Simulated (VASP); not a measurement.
The system is W2N3.

```
W N
1.0
     2.91940    0.00000    0.00000
    -1.45970    2.52827    0.00000
     0.00000    0.00000   15.83540
W N
4 6
Direct
  0.66667 0.33333 0.15716
  0.33333 0.66667 0.84284
  0.33333 0.66667 0.65716
  0.66667 0.33333 0.34284
  0.66667 0.33333 0.91353
  0.33333 0.66667 0.08647
  0.33333 0.66667 0.41352
  0.66667 0.33333 0.58647
  0.66667 0.33333 0.75000
  0.33333 0.66667 0.25000
```

```yaml
Program: VASP 6.6.1
Task: relaxation of cell and atoms
Functional: PBEsol
Potentials_or_basis: VASP PAW PBE potentials, release 64 (W_sv, N)
Cutoff: 600 eV
k_mesh: 6 × 6 × 2
Occupations: gaussian, width 0.1 eV
Spin: no spin polarisation
```

At the start: pressure -9.1 GPa; volume 11.69 Å³/atom.

Problem. How do energy, volume and symmetry change on relaxing?

Solution. Over 7 steps the energy falls by 10.3 meV/atom and the volume is 11.36 Å³/atom (-2.8 %); space group P6_3/mmc (No. 194, to 0.1 Å) before and after.

Step by step:
```
step  energy change (eV)  largest force (eV/Å)  pressure (GPa)  volume (Å³)
   1              0.0000                0.5651           -9.14       116.88
   2              0.7277                2.4213           30.87       105.96
   3             -0.0999                0.1992           -0.48       113.94
   4             -0.1000                0.2084           -0.23       113.85
   5             -0.1000                0.2160           -0.05       113.79
   6             -0.1019                0.1484            0.36       113.42
   7             -0.1035                0.0036            0.20       113.57
```

Final structure:
```
CELL_PARAMETERS angstrom
2.88659 0.00000 0.00000
-1.44330 2.49986 0.00000
0.00000 0.00000 15.73841
ATOMIC_POSITIONS crystal
W 0.66667 0.33333 0.15740
W 0.33333 0.66667 0.84260
W 0.33333 0.66667 0.65740
W 0.66667 0.33333 0.34260
N 0.66667 0.33333 0.91327
N 0.33333 0.66667 0.08673
N 0.33333 0.66667 0.41327
N 0.66667 0.33333 0.58673
N 0.66667 0.33333 0.75000
N 0.33333 0.66667 0.25000
```

Caveat: the k points lie up to 0.42 Å⁻¹ apart in the final cell, too coarse for converged energies and pressures of a metal; the PAW data sets were made with another functional, which shifts forces and pressure a little.
